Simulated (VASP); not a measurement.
Set up this calculation in VASP 6.6.1, as the native input.

* Task: single point
* Functional: PBE
* Potentials or basis: VASP PAW PBE potentials, release 64 (Hf_pv)
* Cutoff: 500 eV
* k mesh: 18 × 18 × 10
* Occupations: gaussian, width 0.15 eV
* Spin: no spin polarisation
* Dipole correction: no
* Further INCAR settings: ALGO = Normal; EDIFF = 1e-06; NBANDS = 17

The structure of Hf lies in POSCAR:

```
Hf
1.0
    3.2048170381      0.0000000000      0.0000000000
   -1.6024085190      2.7754529695      0.0000000000
    0.0000000000      0.0000000000      5.0676933209
Hf
2
Direct
    0.3333333333      0.6666666667      0.2500000000
    0.6666666667      0.3333333333      0.7500000000
```

These files were run (other wordings do the same):

INCAR

```
PREC = Accurate ; ENCUT = 500
EDIFF = 1E-6 ; ISMEAR = 0
SIGMA = 0.15 ; LREAL = F
LASPH = T ; NELM = 120
ALGO = Normal ; ISIF = 2
LWAVE = F ; LCHARG = T
GGA = PE ; LELF = T
LVHAR = T ; NBANDS = 17
GGA_COMPAT = F
```

KPOINTS

```
Automatic mesh
0
Gamma
  18 18 10
```

Potentials or basis: VASP PAW PBE potentials, release 64 (Hf_pv).

Run with:

```bash
$ cat potpaw_PBE.64/Hf_pv/POTCAR > POTCAR
$ mpirun -np 1 vasp_std > vasp.out
```

It gave:

| Quantity | Value |
| --- | --- |
| Pressure | -0.4 GPa |
| Band gap on the k mesh | zero (bands 10 and 11 overlap by 1.61 eV) |

Caveat: spin-orbit coupling is left out, which moves the levels of the heavy elements.

Wall time 2.1 min on 1 thread of Intel Xeon 8259CL, with other jobs on the host, peak memory 0.26 GiB.
